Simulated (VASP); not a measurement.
Wanted: the native input for a VASP 6.6.1 run.

- Task: single point
- Functional: PBE
- Potentials or basis: VASP PAW PBE potentials, release 64 (Al, N)
- Cutoff: 600 eV
- k mesh: 6 × 6 × 6
- Occupations: gaussian, width 0.01 eV
- Spin: no spin polarisation
- Dipole correction: no
- Further INCAR settings: ALGO = Normal; EDIFF = 1e-06; NBANDS = 11

The structure of AlN lies in POSCAR:

```
AlN
1.0
    0.0000000000      1.9690000000      1.9690000000
    1.9690000000      0.0000000000      1.9690000000
    1.9690000000      1.9690000000      0.0000000000
Al N
1 1
Direct
    0.0000000000      0.0000000000      0.0000000000
    0.5000000000      0.5000000000      0.5000000000
```

These files were run (other wordings do the same):

INCAR

```
PREC = Accurate
ENCUT = 600
EDIFF = 1E-6
ISMEAR = 0
SIGMA = 0.01
LREAL = F
LASPH = T
NELM = 120
ALGO = Normal
ISIF = 2
LWAVE = F
LCHARG = T
GGA = PE
LELF = T
LVHAR = T
NBANDS = 11
GGA_COMPAT = F
```

KPOINTS

```
Automatic mesh
0
Gamma
  6 6 6
```

Potentials or basis: VASP PAW PBE potentials, release 64 (Al, N).

Launch:

```sh
$ cat potpaw_PBE.64/Al/POTCAR potpaw_PBE.64/N/POTCAR > POTCAR
$ mpirun -np 1 vasp_std > vasp.out
```

Results of the run:

```
Pressure               : 30.0 GPa
Band gap on the k mesh : 5.15 eV (least direct gap 6.87 eV)
```

Caveat: the k points lie up to 0.46 Å⁻¹ apart.

Wall time 3.9 s on 1 thread of AMD EPYC 7R13 Processor (Zen 3) (shared host), peak memory 0.1 GiB.
